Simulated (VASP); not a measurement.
# SbW2 (Pnnm) in VASP: notebook

SbW2 is run at these levels: PBE; tasks: single point, relaxation of cell and atoms.

Everything below comes from runs of VASP 6.6.1. Logs are shortened: lines on timing, memory, paths and dates and some standing lists are left out, and cuts for length are marked.

## Step 1: The cell of the first run

The structure is orthorhombic, space group Pnnm (No. 58). Conventional cell: a = 2.904 Å, b = 8.081 Å, c = 4.557 Å, α = 90.00°, β = 90.00°, γ = 90.00°. Within 3.8 Å of Sb (site symmetry 2/m) lie 12 W at 2.76 to 3.73 Å and 2 Sb at 2.90 Å. Within 3.8 Å of W (site symmetry m) lie 8 W at 2.72 to 3.39 Å and 6 Sb at 2.76 to 3.73 Å.

## Step 2: Single point, PBE

File INCAR:

```
SYSTEM = SbW2
  PREC = Accurate
  ENCUT = 520
  EDIFF = 1E-7
  ISMEAR = 0
  SIGMA = 0.1
  LREAL = .FALSE.
  LASPH = .TRUE.
  NELM = 60
  ALGO = Fast
  ISIF = 2
  LWAVE = .FALSE.
  LCHARG = .FALSE.
  GGA = PE
  NBANDS = 42
```

File KPOINTS:

```
regular mesh
0
G
  6 2 4
  0 0 0
```

File POSCAR:

```
SbW2
1.0
    2.9044041924      0.0000000000      0.0000000000
    0.0000000000      8.0811260984      0.0000000000
    0.0000000000      0.0000000000      4.5572918234
Sb W
2 4
Direct
    0.5000000000      0.5000000000      0.5000000000
    0.0000000000      0.0000000000      0.0000000000
    0.3716758704      0.8381543765      0.5000000000
    0.8716758704      0.6618456235      0.0000000000
    0.6283241296      0.1618456235      0.5000000000
    0.1283241296      0.3381543765      0.0000000000
```

Potentials or basis: VASP PAW PBE potentials, release 64 (Sb, W_sv).

Command:

```console
cat potpaw_PBE.64/Sb/POTCAR potpaw_PBE.64/W_sv/POTCAR > POTCAR
mpirun -np 1 vasp_std > vasp.out
```

OUTCAR:

```text
SYSTEM = SbW2
   PREC = Accurate
   ENCUT = 520
   EDIFF = 1E-7
   ISMEAR = 0
   LREAL = .FALSE.
   LASPH = .TRUE.
   NELM = 60
   ISIF = 2
   GGA = PE

 ion  position               nearest neighbor table
   1  0.500  0.500  0.500-   3 2.76   5 2.76   4 2.84   6 2.84   4 2.84   6 2.84   6 3.20   6 3.20
                             4 3.20   4 3.20
   2  0.000  0.000  0.000-   4 2.76   6 2.76   5 2.84   3 2.84   3 2.84   5 2.84   5 3.20   5 3.20
                             3 3.20   3 3.20
   3  0.372  0.838  0.500-   5 2.72   1 2.76   2 2.84   2 2.84   4 3.05   4 3.05   4 3.05   4 3.05
                             2 3.20   2 3.20   5 3.39
   4  0.872  0.662  0.000-   6 2.72   2 2.76   1 2.84   1 2.84   3 3.05   3 3.05   3 3.05   3 3.05
                             1 3.20   1 3.20   6 3.39
   5  0.628  0.162  0.500-   3 2.72   1 2.76   2 2.84   2 2.84   6 3.05   6 3.05   6 3.05   6 3.05
                             2 3.20   2 3.20   3 3.39
   6  0.128  0.338  0.000-   4 2.72   2 2.76   1 2.84   1 2.84   5 3.05   5 3.05   5 3.05   5 3.05
                             1 3.20   1 3.20   4 3.39

  LATTYP: Found a simple orthorhombic cell.
 ALAT       =     2.9044041924
 B/A-ratio  =     1.5690969719
 C/A-ratio  =     2.7823696576

  Lattice vectors:

 A1 = (  -2.9044041924,   0.0000000000,   0.0000000000)
 A2 = (   0.0000000000,   0.0000000000,   4.5572918234)
 A3 = (   0.0000000000,   8.0811260984,   0.0000000000)

Analysis of symmetry for initial positions (statically):
=====================================================================
 Subroutine PRICEL returns:
 Original cell was already a primitive cell.

 Routine SETGRP: Setting up the symmetry group for a
 simple orthorhombic supercell.

 Subroutine GETGRP returns: Found  8 space group operations
 (whereof  4 operations were pure point group operations)
 out of a pool of  8 trial point group operations.

The static configuration has the point symmetry C_2h.
 The point group associated with its full space group is D_2h.

Analysis of symmetry for dynamics (positions and initial velocities):
=====================================================================
 Subroutine PRICEL returns:
 Original cell was already a primitive cell.

 Routine SETGRP: Setting up the symmetry group for a
 simple orthorhombic supercell.

 Subroutine GETGRP returns: Found  8 space group operations
 (whereof  4 operations were pure point group operations)
 out of a pool of  8 trial point group operations.

The dynamic configuration has the point symmetry C_2h.
 The point group associated with its full space group is D_2h.

 Subroutine INISYM returns: Found  8 space group operations
 (whereof  4 operations are pure point group operations),
 and found     1 'primitive' translations

----------------------------------------------------------------------------------------

                                     Primitive cell

  volume of cell :     106.9635

  direct lattice vectors                    reciprocal lattice vectors
     2.904404192  0.000000000  0.000000000     0.344304695  0.000000000  0.000000000
     0.000000000  8.081126098  0.000000000     0.000000000  0.123745130  0.000000000
     0.000000000  0.000000000  4.557291823     0.000000000  0.000000000  0.219428564

  length of vectors
     2.904404192  8.081126098  4.557291823     0.344304695  0.123745130  0.219428564

  position of ions in fractional coordinates (direct lattice)
     0.500000000  0.500000000  0.500000000
     0.000000000  0.000000000  0.000000000
     0.371675870  0.838154377  0.500000000
     0.871675870  0.661845623  0.000000000
     0.628324130  0.161845623  0.500000000
     0.128324130  0.338154377  0.000000000

  ion indices of the primitive-cell ions
   primitive index   ion index
                 1           1
                 2           2
                 3           3
                 4           4
                 5           5
                 6           6

----------------------------------------------------------------------------------------

 KPOINTS: regular mesh

Automatic generation of k-mesh.
 Grid dimensions read from file:
 generate k-points for:    6    2    4

 Generating k-lattice:

  Cartesian coordinates                     Fractional coordinates (reciprocal lattice)
     0.057384116  0.000000000  0.000000000     0.166666667  0.000000000  0.000000000
     0.000000000  0.061872565  0.000000000     0.000000000  0.500000000  0.000000000
     0.000000000  0.000000000  0.054857141     0.000000000  0.000000000  0.250000000

  Length of vectors
     0.057384116  0.061872565  0.054857141

  Shift w.r.t. Gamma in fractional coordinates (k-lattice)
     0.000000000  0.000000000  0.000000000

 Subroutine IBZKPT returns following result:
 ===========================================

 Found     24 irreducible k-points:

 Following reciprocal coordinates:
            Coordinates               Weight
  0.000000  0.000000  0.000000      1.000000
  0.166667  0.000000  0.000000      2.000000
  0.333333  0.000000  0.000000      2.000000
  0.500000  0.000000  0.000000      1.000000
  0.000000  0.500000  0.000000      1.000000
  0.166667  0.500000  0.000000      2.000000
[... 16 lines left out ...]
  0.333333  0.500000  0.500000      2.000000
  0.500000  0.500000  0.500000      1.000000
   k-points           NKPTS =     24   k-points in BZ     NKDIM =     24   number of bands    NBANDS=     42
   number of dos      NEDOS =    301   number of ions     NIONS =      6
   total plane-waves  NPLWV =  51840
   dimension x,y,z NGX =    24 NGY =   60 NGZ =   36
   dimension x,y,z NGXF=    48 NGYF=  120 NGZF=   72
   ions per type =               2   4
   NGX,Y,Z   is equivalent  to a cutoff of  13.74, 12.34, 13.13 a.u.
   NGXF,Y,Z  is equivalent  to a cutoff of  27.47, 24.69, 26.26 a.u.
 SYSTEM =  SbW2
   PREC   = accura    normal or accurate (medium, high low for compatibility)
   ISTART =      0    job   : 0-new  1-cont  2-samecut
   ICHARG =      2    charge: 1-file 2-atom 10-const
   ISPIN  =      1    spin polarized calculation?
   LNONCOLLINEAR =      F non collinear calculations
   LSORBIT =      F    spin-orbit coupling
   LASPH  =      T    aspherical Exc in radial PAW
   ENCUT  =  520.0 eV  38.22 Ry    6.18 a.u.   5.40 15.03  8.47*2*pi/ulx,y,z
   NELM   =     60;   NELMIN=  2; NELMDL= -5     # of ELM steps
   EDIFF  = 0.1E-06   stopping-criterion for ELM
   LREAL  =      F    real-space projection
   EDIFFG = 0.1E-05   stopping-criterion for IOM
   NSW    =      0    number of steps for IOM
   IBRION =     -1    ionic relax: 0-MD 1-quasi-New 2-CG
   NFREE  =      0    steps in history (QN), initial steepest desc. (CG)
   ISIF   =      2    stress and relaxation
   ISYM   =      2    0-nonsym 1-usesym 2-fastsym
   POTIM  = 0.5000    time-step for ionic-motion
   TEBEG  =    0.0;   TEEND  =   0.0 temperature during run
   PSTRESS=    0.0 pullay stress
   NELECT =      66.0000    total number of electrons
   NUPDOWN=      -1.0000    fix difference up-down
   EMIN   =  10.00;   EMAX   =-10.00  energy-range for DOS
   EFERMI =   0.00;   METHOD = LEGACY
   ISMEAR =     0;   SIGMA  =   0.10  broadening in eV -4-tet -1-fermi 0-gaus
   EFERMI_NEDOS =   21; number of points for ismear=-14 and -15
   IALGO  =     68    algorithm
   IMIX   =      4    mixing-type and parameters
     AMIX     =   0.40;   BMIX     =  1.00
     AMIX_MAG =   1.60;   BMIX_MAG =  1.00
  volume/ion in A,a.u.               =      17.83       120.30
  Fermi-wavevector in a.u.,A,eV,Ry     =   1.393726  2.633761 26.428956  1.942473
  Thomas-Fermi vector in A             =   2.517345
   LORBIT       =      0    0 simple, 1 ext, 2 COOP (PROOUT), +10 PAW based schemes
   GGA     = PE    functional components
   LHFCALC =     F    Hartree Fock is set to
   AEXX    =    0.0000 exact exchange contribution
   IVDW    =     0    specifies the selected vdW correction
   LEPSILON=     F    determine dielectric tensor
   LRPA    =     F    only Hartree local field effects (RPA)
 non-spin polarized calculation
 RMM-DIIS sequential band-by-band and
 Gauss-broadening in eV      SIGMA  =   0.10
  energy-cutoff  :      520.00
  volume of cell :      106.96
 maximum number of plane-waves:      2900
 NGX is ok and might be reduce to    24
   NGX = 11   NGY = 31   NGZ = 17

 number of electron      65.9999996 magnetization

 Free energy of the ion-electron system (eV)
  ---------------------------------------------------
  ext. energy  EPLUGINS =         0.00000000
  ---------------------------------------------------
  free energy    TOTEN  =       -55.91645336 eV

  energy without entropy =      -55.88845024  energy(sigma->0) =      -55.90245180

 E-fermi :  11.4713     XC(G=0): -12.6781

 val. band max:       11.4263213908   @ k =   0.3333   0.5000   0.0000
 cond. band min:      11.4719194411   @ k =   0.0000   0.5000   0.5000
 fundamental gap:      0.0455980503
 Fermi energy:        11.4713387535

 k-point     1 :       0.0000    0.0000    0.0000
  band No.  band energies     occupation
      1     -62.6156      2.00000
      2     -62.5873      2.00000
      3     -62.5821      2.00000
      4     -62.5539      2.00000
      5     -27.0945      2.00000
      6     -27.0249      2.00000
[... 34 lines left out ...]
     41      14.2429      0.00000
     42      15.0746      0.00000

 k-point     2 :       0.1667    0.0000    0.0000
  band No.  band energies     occupation
      1     -62.6064      2.00000
      2     -62.5820      2.00000
      3     -62.5737      2.00000
      4     -62.5493      2.00000
      5     -27.0706      2.00000
      6     -27.0192      2.00000
[... 34 lines left out ...]
     41      13.8633      0.00000
     42      14.7944      0.00000

 k-point     3 :       0.3333    0.0000    0.0000
  band No.  band energies     occupation
      1     -62.5867      2.00000
      2     -62.5725      2.00000
      3     -62.5555      2.00000
      4     -62.5414      2.00000
      5     -27.0592      2.00000
      6     -27.0431      2.00000
[... 897 lines left out ...]
      4     -62.5484      2.00000
      5     -27.0209      2.00000
      6     -27.0209      2.00000
[... 34 lines left out ...]
     41      14.4603      0.00000
     42      14.5026      0.00000

 k-point    24 :       0.5000    0.5000    0.5000
  band No.  band energies     occupation
      1     -62.5723      2.00000
      2     -62.5723      2.00000
      3     -62.5420      2.00000
      4     -62.5420      2.00000
      5     -27.1092      2.00000
      6     -27.1092      2.00000
[... 34 lines left out ...]
     41      15.5738      0.00000
     42      15.6039      0.00000

------------------------ aborting loop because EDIFF is reached ----------------------------------------

  FORCE on cell =-STRESS in cart. coord.  units (eV):
  Direction    XX          YY          ZZ          XY          YZ          ZX
  --------------------------------------------------------------------------------------
  -------------------------------------------------------------------------------------
  Total        0.0550871      0.1413778      0.0746274      0.0000000      0.0000000      0.0000000
  in kB        0.8251341      2.1176596      1.1178237      0.0000000      0.0000000      0.0000000
  external PRESSURE =       1.3535391 kB  Pullay stress =       0.0000000 kB

 VOLUME and BASIS-vectors are now :
 -----------------------------------------------------------------------------
  energy-cutoff  :      520.00
  volume of cell :      106.96
      direct lattice vectors                 reciprocal lattice vectors
     2.904404192  0.000000000  0.000000000     0.344304695  0.000000000  0.000000000
     0.000000000  8.081126098  0.000000000     0.000000000  0.123745130  0.000000000
     0.000000000  0.000000000  4.557291823     0.000000000  0.000000000  0.219428564

 POSITION                                       TOTAL-FORCE (eV/Angst)
 -----------------------------------------------------------------------------------
      1.45220      4.04056      2.27865        -0.000000      0.000000      0.000000
      0.00000      0.00000      0.00000        -0.000000      0.000000      0.000000
      1.07950      6.77323      2.27865         0.006710      0.002668     -0.000000
      2.53170      5.34846      0.00000         0.006710     -0.002668     -0.000000
      1.82491      1.30789      2.27865        -0.006710     -0.002668      0.000000
      0.37271      2.73267      0.00000        -0.006710      0.002668      0.000000
 -----------------------------------------------------------------------------------
    total drift:                                0.000000      0.000000     -0.000000

  FREE ENERGIE OF THE ION-ELECTRON SYSTEM (eV)
  ---------------------------------------------------
  free  energy   TOTEN  =       -55.9164533577 eV

  energy  without entropy=      -55.8884502415  energy(sigma->0) =      -55.90245180
```

Wall time 4.4 min (1 thread of Oxide Virtual Turin-like, shared host); peak memory 0.23 GiB.

What came out:

| Quantity | Value |
| --- | --- |
| Free energy | -55.9165 eV |
| Pressure | 0.1 GPa |
| Largest force | 0.007 eV/Å |
| Band gap on the k mesh | zero (bands 33 and 34 overlap by 1.75 eV) |

Forces on the atoms (eV/Å):
```
Sb   0.000  0.000  0.000
Sb   0.000  0.000  0.000
W    0.007  0.003  0.000
W    0.007 -0.003  0.000
W   -0.007 -0.003  0.000
W   -0.007  0.003  0.000
```

Caveat: the k points lie up to 0.39 Å⁻¹ apart, too coarse for converged energies and pressures of a metal; spin-orbit coupling is left out, which moves the levels of the heavy elements.

[end of part 1 of 2]

The gap in the log of VASP goes by the Fermi energy; the results here count the filled bands.